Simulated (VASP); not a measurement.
# KI (Fm-3m) in VASP: G0W0 quasiparticle levels with PBE

Aim: the G0W0 quasiparticle levels of KI with PBE.

Everything below comes from runs of VASP 6.6.1. Logs are shortened: lines on timing, memory, paths and dates and some standing lists are left out, and cuts for length are marked.

## Step 1: The cell of the first run

Symmetry: Fm-3m, No. 225, cubic system. The conventional cell has a = 7.089 Å, b = 7.089 Å, c = 7.089 Å, α = 90.00°, β = 90.00°, γ = 90.00°. Within 4.7 Å of K (site symmetry m-3m) lie 6 I at 3.54 Å. Within 4.7 Å of I (site symmetry m-3m) lie 6 K at 3.54 Å.

## Step 2: G0W0 quasiparticle levels, PBE

POSCAR reads:

```
KI
1.0
    0.0000000000      3.5445661619      3.5445661619
    3.5445661619      0.0000000000      3.5445661619
    3.5445661619      3.5445661619      0.0000000000
K I
1 1
Direct
    0.0000000000      0.0000000000      0.0000000000
    0.5000000000      0.5000000000      0.5000000000
```

INCAR.step1 reads:

```
PREC = Accurate
ENCUT = 500
EDIFF = 1E-8
ISMEAR = 0
SIGMA = 0.01
LREAL = F
LASPH = T
NELM = 80
ALGO = Normal
LWAVE = T
LCHARG = F
GGA = PE
```

INCAR.step2 reads:

```
PREC = Accurate
ENCUT = 500
EDIFF = 1E-8
ISMEAR = 0
SIGMA = 0.01
LREAL = F
LASPH = T
NELM = 1
ALGO = Exact
LWAVE = T
LCHARG = F
GGA = PE
NBANDS = 152
LOPTICS = T
ISTART = 1
```

INCAR.step3 reads:

```
PREC = Accurate
ENCUT = 500
EDIFF = 1E-8
ISMEAR = 0
SIGMA = 0.01
LREAL = F
LASPH = T
ALGO = EVGW0
LWAVE = F
LCHARG = F
GGA = PE
NELMGW = 1
NBANDS = 152
ENCUTGW = 80.0
NOMEGA = 48
PRECFOCK = Fast
ISTART = 1
NBANDSGW = 16
```

KPOINTS reads:

```
Automatic mesh
0
Gamma
  6 6 6
```

Potentials or basis: VASP PAW PBE potentials, release 64 (K_sv_GW, I_GW).

The run is started by

```
$ cat potpaw_PBE.64/K_sv_GW/POTCAR potpaw_PBE.64/I_GW/POTCAR > POTCAR
$ cp INCAR.step1 INCAR
$ mpirun -np 1 vasp_std > vasp.out
$ cp INCAR.step2 INCAR
$ mpirun -np 1 vasp_std > vasp.out
$ cp INCAR.step3 INCAR
$ mpirun -np 1 vasp_std > vasp.out
```

OUTCAR:

```text
PREC = Accurate
   ENCUT = 500
   EDIFF = 1E-8
   ISMEAR = 0
   LREAL = F
   LASPH = T
   GGA = PE
   NELMGW = 1
   ENCUTGW = 80.0
   PRECFOCK = Fast
   ISTART = 1

 ion  position               nearest neighbor table
   1  0.000  0.000  0.000-   2 3.54   2 3.54   2 3.54   2 3.54   2 3.54   2 3.54
   2  0.500  0.500  0.500-   1 3.54   1 3.54   1 3.54   1 3.54   1 3.54   1 3.54

  LATTYP: Found a face centered cubic cell.
 ALAT       =     7.0891323238

  Lattice vectors:

 A1 = (   0.0000000000,   3.5445661619,   3.5445661619)
 A2 = (   3.5445661619,   0.0000000000,   3.5445661619)
 A3 = (   3.5445661619,   3.5445661619,   0.0000000000)

Analysis of symmetry for initial positions (statically):
=====================================================================
 Subroutine PRICEL returns:
 Original cell was already a primitive cell.

 Routine SETGRP: Setting up the symmetry group for a
 face centered cubic supercell.

 Subroutine GETGRP returns: Found 48 space group operations
 (whereof 48 operations were pure point group operations)
 out of a pool of 48 trial point group operations.

The static configuration has the point symmetry O_h .

Analysis of symmetry for dynamics (positions and initial velocities):
=====================================================================
 Subroutine PRICEL returns:
 Original cell was already a primitive cell.

 Routine SETGRP: Setting up the symmetry group for a
 face centered cubic supercell.

 Subroutine GETGRP returns: Found 48 space group operations
 (whereof 48 operations were pure point group operations)
 out of a pool of 48 trial point group operations.

The dynamic configuration has the point symmetry O_h .

 Subroutine INISYM returns: Found 48 space group operations
 (whereof 48 operations are pure point group operations),
 and found     1 'primitive' translations

----------------------------------------------------------------------------------------

                                     Primitive cell

  volume of cell :      89.0675

  direct lattice vectors                    reciprocal lattice vectors
     0.000000000  3.544566162  3.544566162    -0.141060987  0.141060987  0.141060987
     3.544566162  0.000000000  3.544566162     0.141060987 -0.141060987  0.141060987
     3.544566162  3.544566162  0.000000000     0.141060987  0.141060987 -0.141060987

  length of vectors
     5.012773539  5.012773539  5.012773539     0.244324796  0.244324796  0.244324796

  position of ions in fractional coordinates (direct lattice)
     0.000000000  0.000000000  0.000000000
     0.500000000  0.500000000  0.500000000

  ion indices of the primitive-cell ions
   primitive index   ion index
                 1           1
                 2           2

----------------------------------------------------------------------------------------

 KPOINTS: Automatic mesh

Automatic generation of k-mesh.
 Grid dimensions read from file:
 generate k-points for:    6    6    6

 Generating k-lattice:

  Cartesian coordinates                     Fractional coordinates (reciprocal lattice)
    -0.023510164  0.023510164  0.023510164     0.166666667  0.000000000  0.000000000
     0.023510164 -0.023510164  0.023510164     0.000000000  0.166666667  0.000000000
     0.023510164  0.023510164 -0.023510164     0.000000000  0.000000000  0.166666667

  Length of vectors
     0.040720799  0.040720799  0.040720799

  Shift w.r.t. Gamma in fractional coordinates (k-lattice)
     0.000000000  0.000000000  0.000000000

 Subroutine IBZKPT returns following result:
 ===========================================

 Found     16 irreducible k-points:

 Following reciprocal coordinates:
            Coordinates               Weight
  0.000000  0.000000  0.000000      1.000000
  0.166667  0.000000  0.000000      8.000000
  0.333333  0.000000  0.000000      8.000000
  0.500000  0.000000  0.000000      4.000000
  0.166667  0.166667  0.000000      6.000000
  0.333333  0.166667  0.000000     24.000000
[... 8 lines left out ...]
 -0.333333  0.333333  0.166667     24.000000
 -0.333333  0.500000  0.166667     12.000000
   k-points           NKPTS =     16   k-points in BZ     NKDIM =    216   number of bands    NBANDS=    152
   number of dos      NEDOS =    301   number of ions     NIONS =      2
   total plane-waves  NPLWV =  64000
   dimension x,y,z NGX =    40 NGY =   40 NGZ =   40
   dimension x,y,z NGXF=    80 NGYF=   80 NGZF=   80
   ions per type =               1   1
   NGX,Y,Z   is equivalent  to a cutoff of  13.27, 13.27, 13.27 a.u.
   NGXF,Y,Z  is equivalent  to a cutoff of  26.53, 26.53, 26.53 a.u.
 SYSTEM =  unknown system
   PREC   = accura    normal or accurate (medium, high low for compatibility)
   ISTART =      1    job   : 0-new  1-cont  2-samecut
   ICHARG =      0    charge: 1-file 2-atom 10-const
   ISPIN  =      1    spin polarized calculation?
   LNONCOLLINEAR =      F non collinear calculations
   LSORBIT =      F    spin-orbit coupling
   LASPH  =      T    aspherical Exc in radial PAW
   ENCUT  =  500.0 eV  36.75 Ry    6.06 a.u.   9.14  9.14  9.14*2*pi/ulx,y,z
   NELM   =     60;   NELMIN=  2; NELMDL=  0     # of ELM steps
   EDIFF  = 0.1E-07   stopping-criterion for ELM
   LREAL  =      F    real-space projection
   EDIFFG = 0.1E-06   stopping-criterion for IOM
   NSW    =      0    number of steps for IOM
   IBRION =     -1    ionic relax: 0-MD 1-quasi-New 2-CG
   NFREE  =      0    steps in history (QN), initial steepest desc. (CG)
   ISIF   =      0    stress and relaxation
   ISYM   =      3    0-nonsym 1-usesym 2-fastsym
   POTIM  = 0.5000    time-step for ionic-motion
   TEBEG  =    0.0;   TEEND  =   0.0 temperature during run
   PSTRESS=    0.0 pullay stress
   NELECT =      16.0000    total number of electrons
   NUPDOWN=      -1.0000    fix difference up-down
   EMIN   =  10.00;   EMAX   =-10.00  energy-range for DOS
   EFERMI =   0.00;   METHOD = LEGACY
   ISMEAR =     0;   SIGMA  =   0.01  broadening in eV -4-tet -1-fermi 0-gaus
   EFERMI_NEDOS =   21; number of points for ismear=-14 and -15
   IALGO  =     38    algorithm
   IMIX   =      4    mixing-type and parameters
     AMIX     =   0.40;   BMIX     =  1.00
     AMIX_MAG =   1.60;   BMIX_MAG =  1.00
  volume/ion in A,a.u.               =      44.53       300.53
  Fermi-wavevector in a.u.,A,eV,Ry     =   0.923723  1.745583 11.609363  0.853264
  Thomas-Fermi vector in A             =   2.049391
   LORBIT       =      0    0 simple, 1 ext, 2 COOP (PROOUT), +10 PAW based schemes
   GGA     = PE    functional components
   LHFCALC =     T    Hartree Fock is set to
   PRECFOCK=fast      Normal, Fast or Accurate (Low or Medium for compatibility)
   ENCUT4O =  -1.0   cutoff for four orbital integrals eV
   NKREDX  =     1    reduce k-point grid by
   NKREDY  =     1    reduce k-point grid by
   NKREDZ  =     1    reduce k-point grid by
   AEXX    =    1.0000 exact exchange contribution
   HFSCREEN=    0.0000 screening length (either q_TF or 0.3 A-1)
   HFSCREENC=   0.0000 screening length for correlation (either q_TF or 0.3 A-1)
   ENCUTFOCK=  -1.0 apply spherical cutoff to Coloumb kernel
   IVDW    =     0    specifies the selected vdW correction
   LEPSILON=     F    determine dielectric tensor
   LRPA    =     F    only Hartree local field effects (RPA)
   LRPAFORCE           =     F    calculate RPA forces
   ENCUTGW             =  80.0    cutoff for response function in eV
   ENCUTGWSOFT         =  64.0    soft cutoff for Coulomb kernel in GW response function in eV
   ENCUTLF             =  -1.0    cutoff for local field effects
   NELMGW              =     1    number of iterations in solving QP/BSE equation
   NELMHF              =     1    number of iterations in the inner HF iteration
   NKREDLFX            =     1    NKREDLFY  =   1   NKREDLFZ  =   1
 non-spin polarized calculation
 Gauss-broadening in eV      SIGMA  =   0.01
  energy-cutoff  :      500.00
  volume of cell :       89.07
 maximum number of plane-waves:      2285
 NGX is ok and might be reduce to    40
  NGX = 20; NGY = 20; NGZ = 20
   NGX = 19   NGY = 19   NGZ = 19
 maximum number of plane-waves:       150
 NGX is ok and might be reduce to    18

 QP shifts <psi_nk| G(iteration)W_0 |psi_nk>: iteration 1
 for sc-GW calculations column KS-energies equals QP-energies in previous step
 and V_xc(KS)=  KS-energies - (<T + V_ion + V_H > + <T+V_H+V_ion>^1  + <V_x>^1)

 k-point   1 :       0.0000    0.0000    0.0000
  band No.  KS-energies  QP-energies   sigma(KS)   V_xc(KS)     V^pw_x(r,r')   Z            occupation Imag(sigma)

      1     -28.0586     -30.0531     -21.7239     -18.5275     -30.7418       0.6240       2.0000       0.7217
      2     -11.5449     -14.3286     -21.2887     -17.7837     -24.6226       0.7942       2.0000       0.1666
      3     -11.5449     -14.3286     -21.2887     -17.7837     -24.6226       0.7942       2.0000       0.1666
      4     -11.5449     -14.3286     -21.2887     -17.7837     -24.6226       0.7942       2.0000       0.1666
      5     -10.0339     -11.2835     -13.7194     -12.1078     -18.9677       0.7753       2.0000       1.4196
      6       0.4535      -0.9896     -12.8901     -11.0749     -14.1799       0.7950       2.0000       0.1026
[... 8 lines left out ...]
     15      10.2276      10.4166      -4.3031      -4.5392      -0.8873       0.8010       0.0000      -0.2425
     16      13.0808      13.8226      -6.4119      -7.3533      -2.4133       0.7879       0.0000      -0.3466

 k-point   2 :       0.1667    0.0000    0.0000
  band No.  KS-energies  QP-energies   sigma(KS)   V_xc(KS)     V^pw_x(r,r')   Z            occupation Imag(sigma)

      1     -28.0581     -30.0552     -21.7239     -18.5286     -30.7427       0.6250       2.0000       0.7217
      2     -11.5832     -14.2907     -21.0552     -17.5840     -24.4543       0.7800       2.0000       0.2024
      3     -11.5455     -14.3265     -21.2868     -17.7824     -24.6203       0.7936       2.0000       0.1660
      4     -11.5455     -14.3265     -21.2868     -17.7824     -24.6203       0.7936       2.0000       0.1660
      5      -9.9650     -11.2307     -13.9683     -12.3429     -19.1466       0.7787       2.0000       1.3754
      6       0.0435      -1.4561     -12.3826     -10.4833     -13.6908       0.7895       2.0000       0.1087
[... 8 lines left out ...]
     15      11.0685      11.8328      -5.4406      -6.3929      -1.9179       0.8026       0.0000      -0.2654
     16      11.5649      12.6237      -6.6009      -7.9324      -2.8868       0.7952       0.0000      -0.2509

 k-point   3 :       0.3333    0.0000    0.0000
  band No.  KS-energies  QP-energies   sigma(KS)   V_xc(KS)     V^pw_x(r,r')   Z            occupation Imag(sigma)

      1     -28.0572     -30.0613     -21.7240     -18.5306     -30.7444       0.6276       2.0000       0.7218
      2     -11.6521     -14.2897     -20.6961     -17.2747     -24.1959       0.7709       2.0000       0.2563
      3     -11.5467     -14.3251     -21.2829     -17.7796     -24.6158       0.7931       2.0000       0.1647
      4     -11.5467     -14.3251     -21.2829     -17.7796     -24.6158       0.7931       2.0000       0.1647
      5      -9.8330     -11.1197     -14.3627     -12.7277     -19.4289       0.7869       2.0000       1.3038
      6      -0.5824      -2.1997     -11.9011      -9.8439     -13.3260       0.7862       2.0000       0.1258
[... 234 lines left out ...]
      1     -28.0562     -30.0802     -21.7248     -18.5327     -30.7461       0.6340       2.0000       0.7224
      2     -11.6249     -14.3039     -20.8788     -17.4246     -24.3205       0.7756       2.0000       0.2260
      3     -11.5683     -14.3306     -21.2324     -17.7197     -24.5675       0.7864       2.0000       0.1706
      4     -11.5591     -14.3155     -21.2480     -17.7416     -24.5846       0.7861       2.0000       0.1688
      5      -9.8219     -11.0845     -14.2062     -12.6157     -19.3106       0.7938       2.0000       1.3285
      6      -0.4957      -2.1096     -12.0740     -10.0226     -13.5146       0.7868       2.0000       0.1242
[... 8 lines left out ...]
     15      10.2947      11.8554      -7.5025      -9.4523      -4.0132       0.8005       0.0000      -0.1853
     16      10.3744      12.6809      -8.9979     -11.8950      -5.3801       0.7961       0.0000      -0.1748

 k-point  16 :      -0.3333    0.5000    0.1667
  band No.  KS-energies  QP-energies   sigma(KS)   V_xc(KS)     V^pw_x(r,r')   Z            occupation Imag(sigma)

      1     -28.0561     -30.0832     -21.7251     -18.5330     -30.7463       0.6351       2.0000       0.7226
      2     -11.5852     -14.2947     -21.0721     -17.5964     -24.4631       0.7795       2.0000       0.1968
      3     -11.5818     -14.3450     -21.2005     -17.6819     -24.5368       0.7853       2.0000       0.1742
      4     -11.5689     -14.3296     -21.2325     -17.7188     -24.5679       0.7857       2.0000       0.1713
      5      -9.8538     -11.0895     -14.0260     -12.4574     -19.1783       0.7878       2.0000       1.3601
      6      -0.4034      -2.0125     -12.2492     -10.2065     -13.7059       0.7877       2.0000       0.1218
[... 8 lines left out ...]
     15      10.4487      12.1499      -7.6454      -9.7815      -4.0797       0.7964       0.0000      -0.2020
     16      10.8293      12.5927      -8.1637     -10.3895      -4.5016       0.7922       0.0000      -0.2076
```

Wall time 31 min (1 thread of Intel Xeon 6975P-C, shared host); peak memory 1.9 GiB.

What came out:

```
Band gap on the k mesh, mean-field level : 3.93 eV, direct
Quasiparticle gap                        : 5.95 eV
Least direct quasiparticle gap           : 5.95 eV
```

Caveat: bands, screening cutoff and mesh are small and nothing is extrapolated, so the quasiparticle values aren't converged; spin-orbit coupling is left out, which moves the levels of the heavy elements.
